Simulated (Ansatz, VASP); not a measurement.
BN: VASP beside Ansatz

```
B N
1.0
     0.00000    1.95734    1.66736
     1.95734    0.00000    1.66736
     1.95734    1.95734    0.00000
B N
1 1
Direct
  0.00000 0.00000 0.00000
  0.75000 0.75000 0.75000
```

Change from the starting cell: strain +0.080 along x and y, -0.080 along z, atoms carried along.

Alike in both runs: task single point; functional PBE; k mesh 12 × 12 × 12; occupations gaussian, width 0.05 eV; no spin polarisation.

|  | VASP | Ansatz |
| --- | --- | --- |
| version | VASP 6.6.1 | Ansatz 0.2.0 |
| potentials or method | VASP PAW PBE potentials, release 64 (B, N), cutoff 600 eV | scalar-relativistic, plane waves, PAW |
| valence electrons in the cell | 8 | 8 |

Ansatz gave:

- gap on the k mesh at the Fermi level (eV): 2.20
- least direct gap on the mesh (eV): 7.15
- pressure (GPa): -23.4
- traceless stress, the component that is largest in VASP (GPa): 48.54

Question: Which values does VASP return?

Answer: gap on the k mesh at the Fermi level (eV): 2.19; least direct gap on the mesh (eV): 7.14; pressure (GPa): -23.6; traceless stress, the component that is largest in VASP (GPa): 48.57.

With one functional, cell and mesh, what is left measures potentials, basis and numerics.
